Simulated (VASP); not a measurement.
Write the native input for VASP 6.6.1 that does the following.

```
Task                   : single point
Functional             : PBE
Potentials or basis    : VASP PAW PBE potentials, release 64 (Al, N)
Cutoff                 : 520 eV
k mesh                 : 4 × 4 × 4
Occupations            : gaussian, width 0.01 eV
Spin                   : no spin polarisation
Dipole correction      : no
Further INCAR settings : LREAL = Auto; ALGO = Normal; EDIFF = 1e-06; NBANDS = 46
```

The structure of AlN lies in POSCAR:

```
AlN
1.0
    0.0000000000      4.4031742015     -4.4031742015
    4.4031742015      4.4031742015      0.0000000000
    4.4031742015      0.0000000000     -4.4031742015
Al N
8 8
Direct
    0.0000000000      0.0000000000      0.5000000000
    0.0000000000      0.5000000000      0.5000000000
    0.5000000000      0.0000000000      0.5000000000
    0.5000000000      0.5000000000      0.5000000000
    0.0000000000      0.0000000000      1.0000000000
    0.0000000000      0.5000000000      1.0000000000
    0.5000000000      0.0000000000      1.0000000000
    0.5000000000      0.5000000000      1.0000000000
    0.1250000000      0.1250000000      0.1250000000
    0.1250000000      0.6250000000      0.1250000000
    0.6250000000      0.1250000000      0.1250000000
    0.6250000000      0.6250000000      0.1250000000
    0.1250000000      0.1250000000      0.6250000000
    0.1250000000      0.6250000000      0.6250000000
    0.6250000000      0.1250000000      0.6250000000
    0.6250000000      0.6250000000      0.6250000000
```

One way to write it, as run:

INCAR

```
SYSTEM = AlN
ALGO = Normal
EDIFF = 1E-6
ENCUT = 520
GGA = PE
ISIF = 2
ISMEAR = 0
LASPH = .TRUE.
LCHARG = .FALSE.
LREAL = Auto
LWAVE = .FALSE.
NBANDS = 46
NELM = 60
PREC = Accurate
SIGMA = 0.01
```

KPOINTS

```
k-points
0
G
  4 4 4
  0 0 0
```

Potentials or basis: VASP PAW PBE potentials, release 64 (Al, N).

The run is started by

```console
$ cat potpaw_PBE.64/Al/POTCAR potpaw_PBE.64/N/POTCAR > POTCAR
$ mpirun -np 1 vasp_std > vasp.out
```

It gave:

The pressure is -0.2 GPa. The band gap on the k mesh is 3.31 eV.

Wall time 4 min on 1 thread of Intel Xeon 6975P-C, with other jobs on the host, peak memory 0.34 GiB.
